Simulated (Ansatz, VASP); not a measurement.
## Two plane-wave programs on TaN

File POSCAR:

```
TaN
1.0
    5.4890786161      0.0000000000      0.0000000000
   -2.7445393081      4.7536815249      0.0000000000
    0.0000000000      0.0000000000      2.6115151819
Ta N
3 3
Direct
    0.3333333333      0.6666666667      0.5000000000
    0.6666666667      0.3333333333      0.5000000000
    0.0000000000      0.0000000000      0.0000000000
    0.3924063645      0.0000000000      0.0000000000
    0.6075936355      0.6075936355      0.0000000000
    0.0000000000      0.3924063645      0.0000000000
```

INCAR.step1

```
SYSTEM = TaN
PREC = Accurate
ENCUT = 520
ISMEAR = 0
SIGMA = 0.15
LREAL = .FALSE.
LASPH = .TRUE.
NELM = 60
NBANDS = 33
GGA = PE
ALGO = Normal
EDIFF = 1E-4
LWAVE = .TRUE.
LCHARG = .FALSE.
```

File INCAR.step2:

```
SYSTEM = TaN
PREC = Accurate
ENCUT = 520
EDIFF = 1E-6
ISMEAR = 0
SIGMA = 0.15
LREAL = .FALSE.
LASPH = .TRUE.
NELM = 60
ALGO = Normal
ISIF = 2
LWAVE = .FALSE.
LCHARG = .FALSE.
METAGGA = R2SCAN
LMIXTAU = .TRUE.
NBANDS = 33
ISTART = 1
```

KPOINTS

```
Automatic mesh
0
G
  12 12 18
  0 0 0
```

Input for Ansatz:

```yaml
crystal:
  lattice:
    - [5.4890786161, 0.0, 0.0]
    - [-2.7445393081, 4.7536815249, 0.0]
    - [0.0, 0.0, 2.6115151819]
  atoms:
    - { symbol: Ta, position: [0.3333333333, 0.6666666667, 0.5] }
    - { symbol: Ta, position: [0.6666666667, 0.3333333333, 0.5] }
    - { symbol: Ta, position: [0.0, 0.0, 0.0] }
    - { symbol: "N", position: [0.3924063645, 0.0, 0.0] }
    - { symbol: "N", position: [0.6075936355, 0.6075936355, 0.0] }
    - { symbol: "N", position: [0.0, 0.3924063645, 0.0] }
basis:
  ecutwfc: 500
kpoints:
  mp_grid: { grid: [12, 12, 18] }
hamiltonian:
  xc: r2scan
scf:
  occupations: { method: gaussian, width: 0.15 }
output:
  forces: true
  stress: true
  eigenvalues: true
```

Alike in both runs: task single point; functional r2SCAN; k mesh 12 × 12 × 18; occupations gaussian, width 0.15 eV; no spin polarisation.

|  | VASP | Ansatz |
| --- | --- | --- |
| version | VASP 6.6.1 | Ansatz 0.2.0 |
| potentials or method | VASP PAW PBE potentials, release 64 (Ta_pv, N), cutoff 520 eV | scalar-relativistic, plane waves, PAW |
| valence electrons in the cell | 48 | 54 |

|  | VASP | Ansatz | Ansatz less VASP |
| --- | --- | --- | --- |
| gap on the k mesh at the Fermi level (eV) | none | none | - |
| pressure (GPa) | 10.4 | 8.7 | -1.67 |
| traceless stress, the component that is largest in VASP (GPa) | 63.89 | 63.63 | -0.259 |
| rms of the force components (eV/Å) | 0.225 | 0.213 | -0.0121 |

VASP's potentials were made for PBE, not for r2SCAN. Atom by atom the forces differ by 0.012 eV/Å (rms over components). A gap of «none» marks a metal or a gap that the smearing closes. The functional is the same, so the differences come from potentials, cutoffs and numerics. VASP's potentials hold 48 valence electrons a cell and Ansatz's 54, so a difference there can come from the potentials and not from the codes.

Neither program's run includes spin-orbit coupling.
